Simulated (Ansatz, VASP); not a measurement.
## Ge in VASP and in Ansatz

```
Ge
1.0
     0.00000    2.86249    2.86249
     2.86249    0.00000    2.86249
     2.86249    2.86249    0.00000
Ge
2
Direct
  0.50000 0.50000 0.50000
  0.75000 0.75000 0.75000
```

Alike in both runs: task single point; functional PBE; k mesh 14 × 14 × 14; occupations fermi-dirac, width 0.15 eV; no spin polarisation.

|  | VASP | Ansatz |
| --- | --- | --- |
| version | VASP 6.6.1 | Ansatz 0.2.0 |
| potentials or method | VASP PAW PBE potentials, release 64 (Ge_d), cutoff 520 eV | scalar-relativistic, plane waves, PAW |
| valence electrons in the cell | 28 | 28 |

VASP gave:

```
gap on the k mesh at the Fermi level (eV) : none
pressure (GPa)                            : 1.1
```

Estimate Ansatz's values.

gap on the k mesh at the Fermi level (eV): none; pressure (GPa): 1.2.

A gap of «none» marks a metal or a gap that the smearing closes. With one functional, cell and mesh, what is left measures potentials, basis and numerics.
